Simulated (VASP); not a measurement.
# Au in VASP: single point with PBE

Aim: the single point of Au with PBE.

Everything below comes from runs of VASP 6.6.1. Logs are shortened: lines on timing, memory, paths and dates and some standing lists are left out, and cuts for length are marked.

### Step 1. The cell of the first run

The cell holds a wire or tube with vacuum around it, 16 atoms: a = 19.300 Å, b = 17.600 Å, c = 2.792 Å, α = 90.00°, β = 90.00°, γ = 90.00°.

### Step 2. Single point, PBE

INCAR

```
  PREC = Accurate
  ENCUT = 520
  EDIFF = 1E-6
  ISMEAR = 0
  SIGMA = 0.05
  LREAL = Auto
  LASPH = T
  NELM = 80
  ALGO = Normal
  ISIF = 2
  LWAVE = F
  LCHARG = F
  GGA = PE
  NBANDS = 102
```

KPOINTS

```
regular mesh
0
Gamma
  1 1 18
```

POSCAR

```
Au
1.0
   19.3000000000      0.0000000000      0.0000000000
    0.0000000000     17.6000000000      0.0000000000
    0.0000000000      0.0000000000      2.7922159122
Au
16
Direct
    0.2457511358      0.6130633970      0.0000000000
    0.5373691557      0.6218230678      0.0000000000
    0.5359777797      0.3829798387      0.0000000000
    0.4665498699      0.7491157646      0.5000000000
    0.4574736287      0.4962341503      0.5000000000
    0.4586188865      0.2686236898      0.5000000000
    0.7551507523      0.5025337101      0.5000000000
    0.3205815349      0.7347226921      0.5000000000
    0.2982614817      0.4853238049      0.5000000000
    0.6144163671      0.7375287870      0.5000000000
    0.6087839182      0.5009744838      0.5000000000
    0.6154999413      0.2712519268      0.5000000000
    0.3927423596      0.6169835046      0.0000000000
    0.3705438355      0.3714161638      0.0000000000
    0.6953682169      0.6272015426      0.0000000000
    0.7030829009      0.3746081326      0.0000000000
```

Potentials or basis: VASP PAW PBE potentials, release 64 (Au).

Run with:

```bash
$ cat potpaw_PBE.64/Au/POTCAR > POTCAR
$ mpirun -np 1 vasp_std > vasp.out
```

OUTCAR:

```text
PREC = Accurate
   ENCUT = 520
   EDIFF = 1E-6
   ISMEAR = 0
   LREAL = Auto
   LASPH = T
   NELM = 80
   ISIF = 2
   GGA = PE

 ion  position               nearest neighbor table
   1  0.246  0.613  0.000-   9 2.83   9 2.83  13 2.84   8 2.94   8 2.94
   2  0.537  0.622  0.000-  13 2.79  10 2.88  10 2.88  11 2.89  11 2.89   4 2.97   4 2.97   5 3.04
                             5 3.04  15 3.05
   3  0.536  0.383  0.000-  12 2.86  12 2.86   5 2.87   5 2.87   6 2.87   6 2.87  11 2.87  11 2.87
                            14 3.20  16 3.23
   4  0.467  0.749  0.500-   8 2.83  10 2.86   2 2.97   2 2.97  13 3.06  13 3.06
   5  0.457  0.496  0.500-  13 2.83  13 2.83   3 2.87   3 2.87  11 2.92   2 3.04   2 3.04   9 3.08
                            14 3.10  14 3.10
   6  0.459  0.269  0.500-  14 2.85  14 2.85   3 2.87   3 2.87  12 3.03
   7  0.755  0.503  0.500-  11 2.83  16 2.83  16 2.83  15 2.85  15 2.85
   8  0.321  0.735  0.500-   4 2.83  13 2.86  13 2.86   1 2.94   1 2.94
   9  0.298  0.485  0.500-  14 2.81  14 2.81   1 2.83   1 2.83   5 3.08  13 3.26  13 3.26
  10  0.614  0.738  0.500-  15 2.86  15 2.86   4 2.86   2 2.88   2 2.88
  11  0.609  0.501  0.500-   7 2.83   3 2.87   3 2.87   2 2.89   2 2.89   5 2.92  15 3.11  15 3.11
                            16 3.19  16 3.19
  12  0.615  0.271  0.500-  16 2.85  16 2.85   3 2.86   3 2.86   6 3.03
  13  0.393  0.617  0.000-   2 2.79   5 2.83   5 2.83   1 2.84   8 2.86   8 2.86   4 3.06   4 3.06
                             9 3.26   9 3.26
  14  0.371  0.371  0.000-   9 2.81   9 2.81   6 2.85   6 2.85   5 3.10   5 3.10   3 3.20
  15  0.695  0.627  0.000-   7 2.85   7 2.85  10 2.86  10 2.86   2 3.05  11 3.11  11 3.11
  16  0.703  0.375  0.000-   7 2.83   7 2.83  12 2.85  12 2.85  11 3.19  11 3.19   3 3.23

  LATTYP: Found a simple orthorhombic cell.
 ALAT       =     2.7922159122
 B/A-ratio  =     6.3032374836
 C/A-ratio  =     6.9120729223

  Lattice vectors:

 A1 = (   0.0000000000,   0.0000000000,  -2.7922159122)
 A2 = (   0.0000000000,  17.6000000000,   0.0000000000)
 A3 = (  19.3000000000,   0.0000000000,   0.0000000000)

Analysis of symmetry for initial positions (statically):
=====================================================================
 Subroutine PRICEL returns:
 Original cell was already a primitive cell.

 Routine SETGRP: Setting up the symmetry group for a
 simple orthorhombic supercell.

 Subroutine GETGRP returns: Found  2 space group operations
 (whereof  2 operations were pure point group operations)
 out of a pool of  8 trial point group operations.

The static configuration has the point symmetry C_1h.

Analysis of symmetry for dynamics (positions and initial velocities):
=====================================================================
 Subroutine PRICEL returns:
 Original cell was already a primitive cell.

 Routine SETGRP: Setting up the symmetry group for a
 simple orthorhombic supercell.

 Subroutine GETGRP returns: Found  2 space group operations
 (whereof  2 operations were pure point group operations)
 out of a pool of  8 trial point group operations.

The dynamic configuration has the point symmetry C_1h.

 Subroutine INISYM returns: Found  2 space group operations
 (whereof  2 operations are pure point group operations),
 and found     1 'primitive' translations

----------------------------------------------------------------------------------------

                                     Primitive cell

  volume of cell :     948.4599

  direct lattice vectors                    reciprocal lattice vectors
    19.300000000  0.000000000  0.000000000     0.051813472  0.000000000  0.000000000
     0.000000000 17.600000000  0.000000000     0.000000000  0.056818182  0.000000000
     0.000000000  0.000000000  2.792215912     0.000000000  0.000000000  0.358138493

  length of vectors
    19.300000000 17.600000000  2.792215912     0.051813472  0.056818182  0.358138493

  position of ions in fractional coordinates (direct lattice)
     0.245751136  0.613063397  0.000000000
     0.537369156  0.621823068  0.000000000
     0.535977780  0.382979839  0.000000000
     0.466549870  0.749115765  0.500000000
     0.457473629  0.496234150  0.500000000
     0.458618886  0.268623690  0.500000000
[... 8 lines left out ...]
     0.695368217  0.627201543  0.000000000
     0.703082901  0.374608133  0.000000000

  ion indices of the primitive-cell ions
   primitive index   ion index
                 1           1
                 2           2
                 3           3
                 4           4
                 5           5
                 6           6
[... 8 lines left out ...]
                15          15
                16          16

----------------------------------------------------------------------------------------

 KPOINTS: regular mesh

Automatic generation of k-mesh.
 Grid dimensions read from file:
 generate k-points for:    1    1   18

 Generating k-lattice:

  Cartesian coordinates                     Fractional coordinates (reciprocal lattice)
     0.051813472  0.000000000  0.000000000     1.000000000  0.000000000  0.000000000
     0.000000000  0.056818182  0.000000000     0.000000000  1.000000000  0.000000000
     0.000000000  0.000000000  0.019896583     0.000000000  0.000000000  0.055555556

  Length of vectors
     0.051813472  0.056818182  0.019896583

  Shift w.r.t. Gamma in fractional coordinates (k-lattice)
     0.000000000  0.000000000  0.000000000

 Subroutine IBZKPT returns following result:
 ===========================================

 Found     10 irreducible k-points:

 Following reciprocal coordinates:
            Coordinates               Weight
  0.000000  0.000000  0.000000      1.000000
  0.000000  0.000000  0.055556      2.000000
  0.000000  0.000000  0.111111      2.000000
  0.000000  0.000000  0.166667      2.000000
  0.000000  0.000000  0.222222      2.000000
  0.000000  0.000000  0.277778      2.000000
  0.000000  0.000000  0.333333      2.000000
  0.000000  0.000000  0.388889      2.000000
  0.000000  0.000000  0.444444      2.000000
  0.000000  0.000000  0.500000      1.000000
   k-points           NKPTS =     10   k-points in BZ     NKDIM =     10   number of bands    NBANDS=    102
   number of dos      NEDOS =    301   number of ions     NIONS =     16
   total plane-waves  NPLWV = 483840
   dimension x,y,z NGX =   144 NGY =  140 NGZ =   24
   dimension x,y,z NGXF=   288 NGYF=  280 NGZF=   48
   ions per type =              16
   NGX,Y,Z   is equivalent  to a cutoff of  12.40, 13.22, 14.29 a.u.
   NGXF,Y,Z  is equivalent  to a cutoff of  24.81, 26.45, 28.58 a.u.
 SYSTEM =  unknown system
   PREC   = accura    normal or accurate (medium, high low for compatibility)
   ISTART =      0    job   : 0-new  1-cont  2-samecut
   ICHARG =      2    charge: 1-file 2-atom 10-const
   ISPIN  =      1    spin polarized calculation?
   LNONCOLLINEAR =      F non collinear calculations
   LSORBIT =      F    spin-orbit coupling
   LASPH  =      T    aspherical Exc in radial PAW
   ENCUT  =  520.0 eV  38.22 Ry    6.18 a.u.  35.89 32.72  5.19*2*pi/ulx,y,z
   NELM   =     80;   NELMIN=  2; NELMDL= -5     # of ELM steps
   EDIFF  = 0.1E-05   stopping-criterion for ELM
   LREAL  =      T    real-space projection
   EDIFFG = 0.1E-04   stopping-criterion for IOM
   NSW    =      0    number of steps for IOM
   IBRION =     -1    ionic relax: 0-MD 1-quasi-New 2-CG
   NFREE  =      0    steps in history (QN), initial steepest desc. (CG)
   ISIF   =      2    stress and relaxation
   ISYM   =      2    0-nonsym 1-usesym 2-fastsym
   POTIM  = 0.5000    time-step for ionic-motion
   TEBEG  =    0.0;   TEEND  =   0.0 temperature during run
   PSTRESS=    0.0 pullay stress
   NELECT =     176.0000    total number of electrons
   NUPDOWN=      -1.0000    fix difference up-down
   EMIN   =  10.00;   EMAX   =-10.00  energy-range for DOS
   EFERMI =   0.00;   METHOD = LEGACY
   ISMEAR =     0;   SIGMA  =   0.05  broadening in eV -4-tet -1-fermi 0-gaus
   EFERMI_NEDOS =   21; number of points for ismear=-14 and -15
   IALGO  =     38    algorithm
   IMIX   =      4    mixing-type and parameters
     AMIX     =   0.40;   BMIX     =  1.00
     AMIX_MAG =   1.60;   BMIX_MAG =  1.00
  volume/ion in A,a.u.               =      59.28       400.03
  Fermi-wavevector in a.u.,A,eV,Ry     =   0.933769  1.764567 11.863251  0.871924
  Thomas-Fermi vector in A             =   2.060505
   LORBIT       =      0    0 simple, 1 ext, 2 COOP (PROOUT), +10 PAW based schemes
   GGA     = PE    functional components
   LHFCALC =     F    Hartree Fock is set to
   AEXX    =    0.0000 exact exchange contribution
   IVDW    =     0    specifies the selected vdW correction
   LEPSILON=     F    determine dielectric tensor
   LRPA    =     F    only Hartree local field effects (RPA)
 non-spin polarized calculation
 Gauss-broadening in eV      SIGMA  =   0.05
  energy-cutoff  :      520.00
  volume of cell :      948.46
 maximum number of plane-waves:     25642
 NGX is ok and might be reduce to   144
   NGX = 71   NGY = 65   NGZ = 11

 number of electron     175.9999995 magnetization

 Free energy of the ion-electron system (eV)
  ---------------------------------------------------
  ext. energy  EPLUGINS =         0.00000000
  ---------------------------------------------------
  free energy    TOTEN  =       -46.27031508 eV

  energy without entropy =      -46.26639401  energy(sigma->0) =      -46.26835455

 E-fermi :  -1.0085     XC(G=0):  -4.6920

 val. band max:       -1.0471663127   @ k =   0.0000   0.0000   0.3889
 cond. band min:      -0.9581891119   @ k =   0.0000   0.0000   0.4444
 fundamental gap:      0.0889772008
 Fermi energy:        -1.0084656979

 k-point     1 :       0.0000    0.0000    0.0000
  band No.  band energies     occupation
      1      -9.6273      2.00000
      2      -8.7334      2.00000
      3      -8.5586      2.00000
      4      -7.8925      2.00000
      5      -7.8712      2.00000
      6      -7.6715      2.00000
[... 92 lines left out ...]
     99       1.1357      0.00000
    100       1.5173      0.00000

 k-point     2 :       0.0000    0.0000    0.0556
  band No.  band energies     occupation
      1      -9.5496      2.00000
      2      -8.6566      2.00000
      3      -8.4794      2.00000
      4      -7.8119      2.00000
      5      -7.7919      2.00000
      6      -7.5888      2.00000
[... 916 lines left out ...]
     99       3.0890      0.00000
    100       3.6556      0.00000
 [bands above 100 left out]

------------------------ aborting loop because EDIFF is reached ----------------------------------------

  FORCE on cell =-STRESS in cart. coord.  units (eV):
  Direction    XX          YY          ZZ          XY          YZ          ZX
  --------------------------------------------------------------------------------------
  -------------------------------------------------------------------------------------
  Total       -0.3787259     -0.3721318     -0.4289536      0.0088664      0.0000000      0.0000000
  in kB       -0.6397593     -0.6286202     -0.7246060      0.0149774      0.0000000      0.0000000
  external PRESSURE =      -0.6643285 kB  Pullay stress =       0.0000000 kB

 VOLUME and BASIS-vectors are now :
 -----------------------------------------------------------------------------
  energy-cutoff  :      520.00
  volume of cell :      948.46
      direct lattice vectors                 reciprocal lattice vectors
    19.300000000  0.000000000  0.000000000     0.051813472  0.000000000  0.000000000
     0.000000000 17.600000000  0.000000000     0.000000000  0.056818182  0.000000000
     0.000000000  0.000000000  2.792215912     0.000000000  0.000000000  0.358138493

 POSITION                                       TOTAL-FORCE (eV/Angst)
 -----------------------------------------------------------------------------------
      4.74300     10.78992      0.00000         0.006402     -0.005194      0.000000
     10.37122     10.94409      0.00000         0.004369     -0.001578      0.000000
     10.34437      6.74045      0.00000         0.002461      0.000878      0.000000
      9.00441     13.18444      1.39611        -0.003989     -0.006985      0.000000
      8.82924      8.73372      1.39611        -0.003251     -0.001140      0.000000
      8.85134      4.72778      1.39611         0.002994      0.007608      0.000000
[... 8 lines left out ...]
     13.42061     11.03875      0.00000        -0.001071     -0.000115      0.000000
     13.56950      6.59310      0.00000        -0.004908      0.003774      0.000000
 -----------------------------------------------------------------------------------
    total drift:                               -0.002940      0.000878      0.000000

  FREE ENERGIE OF THE ION-ELECTRON SYSTEM (eV)
  ---------------------------------------------------
  free  energy   TOTEN  =       -46.2703150842 eV

  energy  without entropy=      -46.2663940067  energy(sigma->0) =      -46.26835455
```

Run time: 15 min. Hardware: 1 thread of Intel Xeon 6975P-C (Granite Rapids), shared host; peak memory 1.2 GiB.

Results:

* Free energy: -46.2703 eV
* Largest force: 0.009 eV/Å
* Band gap on the k mesh: zero (bands 88 and 89 overlap by 3.07 eV)

Forces on the atoms (eV/Å):
```
Au   0.006 -0.005  0.000
Au   0.004 -0.002  0.000
Au   0.002  0.001  0.000
Au  -0.004 -0.007  0.000
Au  -0.003 -0.001  0.000
Au   0.003  0.008  0.000
Au  -0.009  0.001  0.000
Au   0.000 -0.007  0.000
Au   0.008  0.004  0.000
Au  -0.003 -0.008  0.000
Au  -0.005 -0.004  0.000
Au   0.000  0.008  0.000
Au   0.005  0.007  0.000
Au   0.000  0.002  0.000
Au  -0.001  0.000  0.000
Au  -0.005  0.004  0.000
```

Caveat: spin-orbit coupling is left out, which moves the levels of the heavy elements.

The gap in the log of VASP goes by the Fermi energy; the results here count the filled bands.